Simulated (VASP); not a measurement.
Input of a VASP 6.6.1 run:

Contents of INCAR:

```
PREC     = Accurate       # precision mode
ENCUT    = 520            # plane-wave cutoff, eV
EDIFF    = 1E-6           # SCF threshold, eV
ISMEAR   = 0              # smearing method
SIGMA    = 0.05           # smearing width, eV
LREAL    = False          # projectors in reciprocal space
LASPH    = True           # aspherical terms in the spheres
NELM     = 60             # most SCF steps
ALGO     = Normal         # electronic algorithm
ISIF     = 2              # what is computed and relaxed
LWAVE    = False          # write WAVECAR
LCHARG   = False          # write CHGCAR
GGA      = PS             # functional
NBANDS   = 11             # bands
```

KPOINTS

```
Automatic mesh
0
Gamma
  10 10 10
```

The input POSCAR:

```
AlN
1.0
    0.0000000000      2.1886566781      2.1886566781
    2.1886566781      0.0000000000      2.1886566781
    2.1886566781      2.1886566781      0.0000000000
Al N
1 1
Direct
   -0.0022533278      0.0202799506      0.0022533278
    0.7543405620      0.7109349420      0.7456594380
```

Potentials or basis: VASP PAW PBE potentials, release 64 (Al, N).

Launch:

```bash
$ cat potpaw_PBE.64/Al/POTCAR potpaw_PBE.64/N/POTCAR > POTCAR
$ mpirun -np 1 vasp_std > vasp.out
```

Question: What does it give for the largest force?

Answer: 2.997 eV/Å.

Question: What does it give for the pressure?

Answer: 4.3 GPa.

Question: Predict the band gap on the k mesh.

Answer: 2.71 eV (least direct gap 3.56 eV).

Forces in eV/Å, atoms in the order of the input:
```
Al  -2.162  1.037 -1.798
N    2.162 -1.037  1.798
```

Caveat: the cell differs from its parent crystal (atoms displaced along several vibrational modes); the cell stands under pressure; the PAW data sets were made with another functional, which shifts forces and pressure a little. A k mesh can miss the band edges.
